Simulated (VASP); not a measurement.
Wanted: the native input for a VASP 6.6.1 run.

| Item | Value |
| --- | --- |
| Task | single point |
| Functional | RPBE |
| Potentials or basis | VASP PAW PBE potentials, release 64 (Sb) |
| Cutoff | 520 eV |
| k mesh | 13 × 13 × 13 |
| Occupations | fermi-dirac, width 0.1 eV |
| Spin | no spin polarisation |
| Dipole correction | no |
| Further INCAR settings | ALGO = Normal; EDIFF = 1e-06; NBANDS = 8 |

The structure of Sb lies in POSCAR:

```
Sb
1.0
    0.0000000000      2.5053063624      2.5053063624
    2.5053063624      0.0000000000      2.5053063624
    2.5053063624      2.5053063624      0.0000000000
Sb
1
Direct
    0.0000000000      0.0000000000      0.0000000000
```

This cell differs from its parent crystal: volume scaled by 1.12.

The input as run:

INCAR

```
  ALGO = Normal
  EDIFF = 1E-6
  ENCUT = 520
  GGA = RP
  ISIF = 2
  ISMEAR = -1
  LASPH = T
  LCHARG = F
  LREAL = F
  LWAVE = F
  NBANDS = 8
  NELM = 60
  PREC = Accurate
  SIGMA = 0.1
```

KPOINTS

```
k-points
0
Gamma
  13 13 13
```

Potentials or basis: VASP PAW PBE potentials, release 64 (Sb).

Launch:

```bash
$ cat potpaw_PBE.64/Sb/POTCAR > POTCAR
$ mpirun -np 1 vasp_std > vasp.out
```

It gave:

```yaml
Pressure: -4.7 GPa
```

Caveat: the PAW data sets were made with another functional, which shifts forces and pressure a little.

Wall time 26 s on 1 thread of Intel Xeon 8259CL (shared host), peak memory 0.17 GiB.
